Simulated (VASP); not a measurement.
# SiGe (P6_3mc) in VASP: a series of runs

Runs on SiGe. Level: LDA. Tasks: single point.

Everything below comes from runs of VASP 6.6.1. Logs are shortened: lines on timing, memory, paths and dates and some standing lists are left out, and cuts for length are marked.

**1. The cell of the first run**

Symmetry: P6_3mc, No. 186, hexagonal system. The conventional cell has a = 3.970 Å, b = 3.970 Å, c = 6.561 Å, α = 90.00°, β = 90.00°, γ = 120.00°. Within 3.2 Å of Si (site symmetry 3m) lie 4 Ge at 2.44 to 2.45 Å. Within 3.2 Å of Ge (site symmetry 3m) lie 4 Si at 2.44 to 2.45 Å.

**2. Single point, LDA (atoms shifted along a free coordinate)**

The input, INCAR:

```
PREC = Accurate
ENCUT = 520
EDIFF = 1E-6
ISMEAR = 0
SIGMA = 0.03
LREAL = F
LASPH = T
NELM = 100
ALGO = Normal
ISIF = 2
LWAVE = F
LCHARG = T
GGA = CA
LELF = T
LVHAR = T
NBANDS = 26
```

The input, KPOINTS:

```
Automatic mesh
0
Gamma
  12 12 6
```

The input, POSCAR:

```
SiGe
1.0
    3.9700706750      0.0000000000      0.0000000000
   -1.9850353375      3.4381820594      0.0000000000
    0.0000000000      0.0000000000      6.5609628661
Si Ge
2 2
Direct
    0.6666666667      0.3333333333      0.8745031008
    0.3333333333      0.6666666667      0.3745031008
    0.6666666667      0.3333333333      0.5004958992
    0.3333333333      0.6666666667      0.0004958992
```

Potentials or basis: VASP PAW LDA potentials, release 64 (Si, Ge_d).

Command:

```
$ cat potpaw_LDA.64/Si/POTCAR potpaw_LDA.64/Ge_d/POTCAR > POTCAR
$ mpirun -np 1 vasp_std > vasp.out
```

OUTCAR:

```text
PREC = Accurate
   ENCUT = 520
   EDIFF = 1E-6
   ISMEAR = 0
   LREAL = F
   LASPH = T
   NELM = 100
   ISIF = 2
   GGA = CA

 ion  position               nearest neighbor table
   1  0.667  0.333  0.875-   4 2.44   4 2.44   4 2.44   3 2.45
   2  0.333  0.667  0.375-   3 2.44   3 2.44   3 2.44   4 2.45
   3  0.667  0.333  0.500-   2 2.44   2 2.44   2 2.44   1 2.45
   4  0.333  0.667  0.000-   1 2.44   1 2.44   1 2.44   2 2.45

  LATTYP: Found a hexagonal cell.
 ALAT       =     3.9700706750
 C/A-ratio  =     1.6526060625

  Lattice vectors:

 A1 = (   3.9700706750,   0.0000000000,   0.0000000000)
 A2 = (  -1.9850353375,   3.4381820594,   0.0000000000)
 A3 = (   0.0000000000,   0.0000000000,   6.5609628661)

Analysis of symmetry for initial positions (statically):
=====================================================================
 Subroutine PRICEL returns:
 Original cell was already a primitive cell.

 Routine SETGRP: Setting up the symmetry group for a
 hexagonal supercell.

 Subroutine GETGRP returns: Found 12 space group operations
 (whereof  6 operations were pure point group operations)
 out of a pool of 24 trial point group operations.

The static configuration has the point symmetry C_3v.
 The point group associated with its full space group is C_6v.

Analysis of symmetry for dynamics (positions and initial velocities):
=====================================================================
 Subroutine PRICEL returns:
 Original cell was already a primitive cell.

 Routine SETGRP: Setting up the symmetry group for a
 hexagonal supercell.

 Subroutine GETGRP returns: Found 12 space group operations
 (whereof  6 operations were pure point group operations)
 out of a pool of 24 trial point group operations.

The dynamic configuration has the point symmetry C_3v.
 The point group associated with its full space group is C_6v.

 Subroutine INISYM returns: Found 12 space group operations
 (whereof  6 operations are pure point group operations),
 and found     1 'primitive' translations

----------------------------------------------------------------------------------------

                                     Primitive cell

  volume of cell :      89.5560

  direct lattice vectors                    reciprocal lattice vectors
     3.970070675  0.000000000  0.000000000     0.251884685  0.145425690  0.000000000
    -1.985035338  3.438182059  0.000000000     0.000000000  0.290851381  0.000000000
     0.000000000  0.000000000  6.560962866     0.000000000  0.000000000  0.152416653

  length of vectors
     3.970070675  3.970070675  6.560962866     0.290851381  0.290851381  0.152416653

  position of ions in fractional coordinates (direct lattice)
     0.666666667  0.333333333  0.874503101
     0.333333333  0.666666667  0.374503101
     0.666666667  0.333333333  0.500495899
     0.333333333  0.666666667  0.000495899

  ion indices of the primitive-cell ions
   primitive index   ion index
                 1           1
                 2           2
                 3           3
                 4           4

----------------------------------------------------------------------------------------

 KPOINTS: Automatic mesh

Automatic generation of k-mesh.
 Grid dimensions read from file:
 generate k-points for:   12   12    6

 Generating k-lattice:

  Cartesian coordinates                     Fractional coordinates (reciprocal lattice)
     0.020990390  0.012118808  0.000000000     0.083333333  0.000000000  0.000000000
     0.000000000  0.024237615  0.000000000     0.000000000  0.083333333  0.000000000
     0.000000000  0.000000000  0.025402775     0.000000000  0.000000000  0.166666667

  Length of vectors
     0.024237615  0.024237615  0.025402775

  Shift w.r.t. Gamma in fractional coordinates (k-lattice)
     0.000000000  0.000000000  0.000000000

 Subroutine IBZKPT returns following result:
 ===========================================

 Found     76 irreducible k-points:

 Following reciprocal coordinates:
            Coordinates               Weight
  0.000000  0.000000  0.000000      1.000000
  0.083333  0.000000  0.000000      6.000000
  0.166667  0.000000  0.000000      6.000000
  0.250000  0.000000  0.000000      6.000000
  0.333333  0.000000  0.000000      6.000000
  0.416667  0.000000  0.000000      6.000000
[... 16 lines left out ...]
  0.250000  0.000000  0.166667     12.000000
  0.333333  0.000000  0.166667     12.000000
 [... further k-points ...]
   k-points           NKPTS =     76   k-points in BZ     NKDIM =     76   number of bands    NBANDS=     26
   number of dos      NEDOS =    301   number of ions     NIONS =      4
   total plane-waves  NPLWV =  45000
   dimension x,y,z NGX =    30 NGY =   30 NGZ =   50
   dimension x,y,z NGXF=    60 NGYF=   60 NGZF=  100
   ions per type =               2   2
   NGX,Y,Z   is equivalent  to a cutoff of  12.56, 12.56, 12.67 a.u.
   NGXF,Y,Z  is equivalent  to a cutoff of  25.12, 25.12, 25.34 a.u.
 SYSTEM =  unknown system
   PREC   = accura    normal or accurate (medium, high low for compatibility)
   ISTART =      0    job   : 0-new  1-cont  2-samecut
   ICHARG =      2    charge: 1-file 2-atom 10-const
   ISPIN  =      1    spin polarized calculation?
   LNONCOLLINEAR =      F non collinear calculations
   LSORBIT =      F    spin-orbit coupling
   LASPH  =      T    aspherical Exc in radial PAW
   ENCUT  =  520.0 eV  38.22 Ry    6.18 a.u.   7.38  7.38 12.20*2*pi/ulx,y,z
   NELM   =    100;   NELMIN=  2; NELMDL= -5     # of ELM steps
   EDIFF  = 0.1E-05   stopping-criterion for ELM
   LREAL  =      F    real-space projection
   EDIFFG = 0.1E-04   stopping-criterion for IOM
   NSW    =      0    number of steps for IOM
   IBRION =     -1    ionic relax: 0-MD 1-quasi-New 2-CG
   NFREE  =      0    steps in history (QN), initial steepest desc. (CG)
   ISIF   =      2    stress and relaxation
   ISYM   =      2    0-nonsym 1-usesym 2-fastsym
   POTIM  = 0.5000    time-step for ionic-motion
   TEBEG  =    0.0;   TEEND  =   0.0 temperature during run
   PSTRESS=    0.0 pullay stress
   NELECT =      36.0000    total number of electrons
   NUPDOWN=      -1.0000    fix difference up-down
   EMIN   =  10.00;   EMAX   =-10.00  energy-range for DOS
   EFERMI =   0.00;   METHOD = LEGACY
   ISMEAR =     0;   SIGMA  =   0.03  broadening in eV -4-tet -1-fermi 0-gaus
   EFERMI_NEDOS =   21; number of points for ismear=-14 and -15
   IALGO  =     38    algorithm
   IMIX   =      4    mixing-type and parameters
     AMIX     =   0.40;   BMIX     =  1.00
     AMIX_MAG =   1.60;   BMIX_MAG =  1.00
  volume/ion in A,a.u.               =      22.39       151.09
  Fermi-wavevector in a.u.,A,eV,Ry     =   1.208215  2.283195 19.861549  1.459783
  Thomas-Fermi vector in A             =   2.343829
   LORBIT       =      0    0 simple, 1 ext, 2 COOP (PROOUT), +10 PAW based schemes
   GGA     = CA    functional components
   LHFCALC =     F    Hartree Fock is set to
   AEXX    =    0.0000 exact exchange contribution
   IVDW    =     0    specifies the selected vdW correction
   LEPSILON=     F    determine dielectric tensor
   LRPA    =     F    only Hartree local field effects (RPA)
 non-spin polarized calculation
 Gauss-broadening in eV      SIGMA  =   0.03
  energy-cutoff  :      520.00
  volume of cell :       89.56
 maximum number of plane-waves:      2472
 NGX is ok and might be reduce to    30
   NGX = 15   NGY = 15   NGZ = 25

 number of electron      36.0000029 magnetization

 Free energy of the ion-electron system (eV)
  ---------------------------------------------------
  ext. energy  EPLUGINS =         0.00000000
  ---------------------------------------------------
  free energy    TOTEN  =       -22.10214207 eV

  energy without entropy =      -22.10214207  energy(sigma->0) =      -22.10214207

 E-fermi :   5.0513     XC(G=0):  -9.7626

 val. band max:        4.9344622183   @ k =   0.0000   0.0000   0.0000
 cond. band min:       5.1648624458   @ k =   0.0000   0.0000   0.0000
 fundamental gap:      0.2304002275
 Fermi energy:         5.0512811837

 k-point     1 :       0.0000    0.0000    0.0000
  band No.  band energies     occupation
      1     -19.7141      2.00000
      2     -19.7140      2.00000
      3     -19.7110      2.00000
      4     -19.7110      2.00000
      5     -19.7087      2.00000
      6     -19.7087      2.00000
[... 18 lines left out ...]
     25       9.1404      0.00000
     26      11.2292      0.00000

 k-point     2 :       0.0833    0.0000    0.0000
  band No.  band energies     occupation
      1     -19.7141      2.00000
      2     -19.7138      2.00000
      3     -19.7112      2.00000
      4     -19.7107      2.00000
      5     -19.7086      2.00000
      6     -19.7084      2.00000
[... 18 lines left out ...]
     25       9.4341      0.00000
     26      10.9234      0.00000

 k-point     3 :       0.1667    0.0000    0.0000
  band No.  band energies     occupation
      1     -19.7143      2.00000
      2     -19.7130      2.00000
      3     -19.7114      2.00000
      4     -19.7100      2.00000
      5     -19.7081      2.00000
      6     -19.7074      2.00000
[... 18 lines left out ...]
     25      10.1332      0.00000
     26      10.2029      0.00000

 k-point     4 :       0.2500    0.0000    0.0000
  band No.  band energies     occupation
      1     -19.7150      2.00000
      2     -19.7122      2.00000
      3     -19.7115      2.00000
      4     -19.7090      2.00000
      5     -19.7071      2.00000
      6     -19.7061      2.00000
[... 18 lines left out ...]
     25      11.0992      0.00000
     26      11.2561      0.00000
[... 496 lines left out ...]
      1     -19.7143      2.00000
      2     -19.7133      2.00000
      3     -19.7110      2.00000
      4     -19.7098      2.00000
      5     -19.7083      2.00000
      6     -19.7076      2.00000
[... 18 lines left out ...]
     25      10.0005      0.00000
     26      10.5623      0.00000

 k-point    23 :       0.2500    0.0000    0.1667
  band No.  band energies     occupation
      1     -19.7150      2.00000
      2     -19.7130      2.00000
      3     -19.7107      2.00000
      4     -19.7088      2.00000
      5     -19.7073      2.00000
      6     -19.7063      2.00000
[... 18 lines left out ...]
     25      10.8645      0.00000
     26      11.0190      0.00000

 k-point    24 :       0.3333    0.0000    0.1667
  band No.  band energies     occupation
      1     -19.7158      2.00000
      2     -19.7132      2.00000
      3     -19.7099      2.00000
      4     -19.7080      2.00000
      5     -19.7063      2.00000
      6     -19.7051      2.00000
[... 18 lines left out ...]
     25      11.6833      0.00000
     26      12.0961      0.00000

 [... further k-points ...]

------------------------ aborting loop because EDIFF is reached ----------------------------------------

  FORCE on cell =-STRESS in cart. coord.  units (eV):
  Direction    XX          YY          ZZ          XY          YZ          ZX
  --------------------------------------------------------------------------------------
  -------------------------------------------------------------------------------------
  Total       -3.0143924     -3.0143924     -3.0356253      0.0000000      0.0000000      0.0000000
  in kB      -53.9281703    -53.9281703    -54.3080309      0.0000000      0.0000000      0.0000000
  external PRESSURE =     -54.0547905 kB  Pullay stress =       0.0000000 kB

 VOLUME and BASIS-vectors are now :
 -----------------------------------------------------------------------------
  energy-cutoff  :      520.00
  volume of cell :       89.56
      direct lattice vectors                 reciprocal lattice vectors
     3.970070675  0.000000000  0.000000000     0.251884685  0.145425690  0.000000000
    -1.985035338  3.438182059  0.000000000     0.000000000  0.290851381  0.000000000
     0.000000000  0.000000000  6.560962866     0.000000000  0.000000000  0.152416653

 POSITION                                       TOTAL-FORCE (eV/Angst)
 -----------------------------------------------------------------------------------
      1.98504      1.14606      5.73758         0.000000      0.000000      0.028067
     -0.00000      2.29212      2.45710        -0.000000     -0.000000      0.028067
      1.98504      1.14606      3.28374         0.000000     -0.000000     -0.028067
     -0.00000      2.29212      0.00325        -0.000000      0.000000     -0.028067
 -----------------------------------------------------------------------------------
    total drift:                                0.000000      0.000000     -0.000052

  FREE ENERGIE OF THE ION-ELECTRON SYSTEM (eV)
  ---------------------------------------------------
  free  energy   TOTEN  =       -22.1021420662 eV

  energy  without entropy=      -22.1021420662  energy(sigma->0) =      -22.10214207
```

Wall time 59 s (1 thread of Intel Xeon 6975P-C (Granite Rapids), shared host); peak memory 0.26 GiB.

Results:

```
Free energy            : -22.1021 eV
Pressure               : -5.4 GPa
Largest force          : 0.028 eV/Å
Band gap on the k mesh : 0.23 eV
```

Forces on the atoms (eV/Å):
```
Si   0.000  0.000  0.028
Si   0.000  0.000  0.028
Ge   0.000  0.000 -0.028
Ge   0.000  0.000 -0.028
```

Caveat: the cell differs from its parent crystal (atoms shifted along a free coordinate); the cell stands under tension.

**3. Single point, LDA (atoms shifted along a free coordinate)**

The input, INCAR:

```
  ALGO = Normal
  EDIFF = 1E-6
  ENCUT = 520
  ISIF = 2
  ISMEAR = 0
  LASPH = True
  LCHARG = True
  LELF = True
  LREAL = False
  LVHAR = True
  LWAVE = False
  NBANDS = 26
  NELM = 100
  PREC = Accurate
  SIGMA = 0.03
```

The input, KPOINTS:

```
k-points
0
Gamma
  12 12 6
```

The input, POSCAR:

```
SiGe
1.0
    3.8347660222      0.0000000000      0.0000000000
   -1.9173830111      3.3210047928      0.0000000000
    0.0000000000      0.0000000000      6.3373575767
Si Ge
2 2
Direct
    0.6666666667      0.3333333333      0.8745031008
    0.3333333333      0.6666666667      0.3745031008
    0.6666666667      0.3333333333      0.5083148150
    0.3333333333      0.6666666667      0.0083148150
```

Potentials or basis: VASP PAW LDA potentials, release 64 (Si, Ge_d).

Command:

```
$ cat potpaw_LDA.64/Si/POTCAR potpaw_LDA.64/Ge_d/POTCAR > POTCAR
$ mpirun -np 1 vasp_std > vasp.out
```

Wall time 2.3 min (1 thread of AMD EPYC 7R43 (Zen 3), shared host); peak memory 0.21 GiB.

It converged, with:

```
Free energy            : -22.1677 eV
Pressure               : 2.6 GPa
Largest force          : 0.687 eV/Å
Band gap on the k mesh : 0.18 eV (least direct gap 0.48 eV)
```

Forces in eV/Å, atoms in the order of the input:
```
Si   0.000  0.000  0.687
Si   0.000  0.000  0.687
Ge   0.000  0.000 -0.687
Ge   0.000  0.000 -0.687
```

Stress tensor (GPa, compression positive):
```
1.35 0.00 0.00
0.00 1.35 0.00
0.00 0.00 4.99
```

Levels at points of the mesh, in eV from the valence-band top:
| k point | band 16 | band 17 | band 18 | band 19 | band 20 | band 21 |
| --- | --- | --- | --- | --- | --- | --- |
| (0.00, 0.00, 0.00) | -0.76 | 0.00 | 0.00 | 0.48 | 1.69 | 1.81 |
| (0.50, 0.00, 0.00) | -3.51 | -3.43 | -1.61 | 0.19 | 1.96 | 2.81 |
| (0.00, 0.00, 0.50) | -1.10 | -1.10 | -1.10 | 1.30 | 1.30 | 2.98 |
| (0.50, 0.00, 0.50) | -2.98 | -2.72 | -2.72 | 0.43 | 0.43 | 1.67 |

Caveat: the cell differs from its parent crystal (atoms shifted along a free coordinate). A k mesh can miss the band edges.

**4. Single point, LDA**

This run uses another cell than the first one, of 20.18 Å³/atom.

The input, INCAR:

```
SYSTEM = SiGe
PREC = Accurate ; ENCUT = 520
EDIFF = 1E-6 ; ISMEAR = 0
SIGMA = 0.03 ; LREAL = .False.
LASPH = .True. ; NELM = 60
ALGO = Normal ; ISIF = 2
LWAVE = .False. ; LCHARG = .False.
NBANDS = 26
```

The input, KPOINTS:

```
Automatic mesh
0
Gamma
  12 12 6
  0 0 0
```

POSCAR: that of step 3 with these lines changed.

```diff
@@ -10,3 +10,3 @@
     0.3333333333      0.6666666667      0.3745031008
-    0.6666666667      0.3333333333      0.5083148150
-    0.3333333333      0.6666666667      0.0083148150
+    0.6666666667      0.3333333333      0.5004958992
+    0.3333333333      0.6666666667      0.0004958992
```

Command:

```
$ cat potpaw_LDA.64/Si/POTCAR potpaw_LDA.64/Ge_d/POTCAR > POTCAR
$ mpirun -np 1 vasp_std > vasp.out
```

Wall time 2.1 min (1 thread of AMD EPYC 7R43 (Zen 3), shared host); peak memory 0.22 GiB.

It converged, with:

- Free energy: -22.2003 eV
- Pressure: 2.6 GPa
- Largest force: 0.013 eV/Å
- Band gap on the k mesh: 0.27 eV (least direct gap 0.52 eV)

Forces in eV/Å, atoms in the order of the input:
```
Si   0.000  0.000 -0.013
Si   0.000  0.000 -0.013
Ge   0.000  0.000  0.013
Ge   0.000  0.000  0.013
```

Levels at points of the mesh, in eV from the valence-band top:
```csv
k point,band 15,band 16,band 17,band 18,band 19,band 20,band 21,band 22
"(0.00, 0.00, 0.00)",-1.66,-0.34,0.00,0.00,0.52,1.81,2.02,2.02
"(0.50, 0.00, 0.00)",-5.01,-3.34,-3.22,-1.60,0.27,2.06,3.17,3.31
"(0.00, 0.00, 0.50)",-1.02,-1.02,-1.02,-1.02,1.34,1.34,3.10,3.10
"(0.50, 0.00, 0.50)",-2.72,-2.72,-2.65,-2.65,0.62,0.62,1.72,1.72
```

A k mesh can miss the band edges.

**5. Single point, LDA (atoms shifted along a free coordinate)**

The input, INCAR:

```
  PREC = Accurate
  ENCUT = 520
  EDIFF = 1E-6
  ISMEAR = 0
  SIGMA = 0.03
  LREAL = False
  LASPH = True
  NELM = 80
  ALGO = Normal
  ISIF = 2
  LWAVE = False
  LCHARG = True
  LELF = True
  LVHAR = True
  NBANDS = 26
```

The input, KPOINTS:

```
regular mesh
0
Gamma
  12 12 6
```

The input, POSCAR:

```
SiGe
1.0
    3.8694935620      0.0000000000      0.0000000000
   -1.9347467810      3.3510797245      0.0000000000
    0.0000000000      0.0000000000      6.3947485195
Si Ge
2 2
Direct
    0.6666666667      0.3333333333      0.8745031008
    0.3333333333      0.6666666667      0.3745031008
    0.6666666667      0.3333333333      0.4926769834
    0.3333333333      0.6666666667     -0.0073230166
```

Command:

```
$ cat potpaw_LDA.64/Si/POTCAR potpaw_LDA.64/Ge_d/POTCAR > POTCAR
$ mpirun -np 1 vasp_std > vasp.out
```

Wall time 2.2 min (1 thread of AMD EPYC 7R43 (Zen 3), shared host); peak memory 0.23 GiB.

It converged, with:

| Quantity | Value |
| --- | --- |
| Free energy | -22.1891 eV |
| Pressure | 0.3 GPa |
| Largest force | 0.580 eV/Å |
| Band gap on the k mesh | 0.30 eV (least direct gap 0.39 eV) |

Forces on the atoms (eV/Å):
```
Si   0.000  0.000 -0.580
Si   0.000  0.000 -0.580
Ge   0.000  0.000  0.580
Ge   0.000  0.000  0.580
```

Stress tensor (GPa, compression positive):
```
 1.19  0.00  0.00
 0.00  1.19  0.00
 0.00  0.00 -1.61
```

Levels at points of the mesh, in eV from the valence-band top:
| k point | band 16 | band 17 | band 18 | band 19 | band 20 | band 21 |
| --- | --- | --- | --- | --- | --- | --- |
| (0.00, 0.00, 0.00) | -0.09 | -0.09 | 0.00 | 0.39 | 1.62 | 2.14 |
| (0.50, 0.00, 0.00) | -3.24 | -2.91 | -1.64 | 0.30 | 2.00 | 3.44 |
| (0.00, 0.00, 0.50) | -1.00 | -1.00 | -1.00 | 1.19 | 1.19 | 3.12 |
| (0.50, 0.00, 0.50) | -2.59 | -2.49 | -2.49 | 0.69 | 0.69 | 1.72 |

Caveat: the cell differs from its parent crystal (atoms shifted along a free coordinate). A k mesh can miss the band edges.

**6. Overview**

| cell | gap on the mesh (eV) | pressure (GPa) | largest force (eV/Å) |
| --- | --- | --- | --- |
| a = 3.970, b = 3.970, c = 6.561 Å, angles 90.0, 90.0, 120.0°, 4 atoms, atomic positions A | 0.23 | -5.4 | 0.03 |
| a = 3.835, b = 3.835, c = 6.337 Å, angles 90.0, 90.0, 120.0°, 4 atoms, atomic positions B | 0.18 | 2.6 | 0.69 |
| a = 3.835, b = 3.835, c = 6.337 Å, angles 90.0, 90.0, 120.0°, 4 atoms, atomic positions A | 0.27 | 2.6 | 0.01 |
| a = 3.869, b = 3.869, c = 6.395 Å, angles 90.0, 90.0, 120.0°, 4 atoms, atomic positions C | 0.30 | 0.3 | 0.58 |

Alike in all rows: task single point; level LDA; potentials or basis VASP PAW LDA potentials, release 64 (Si, Ge_d); no spin polarisation; k mesh 12 × 12 × 6; cutoff (eV) 520; smearing gaussian 0.03 eV.

Caveats: the cell stands under tension (at least some runs).

Absolute energies hang on the potentials; compare differences alone.
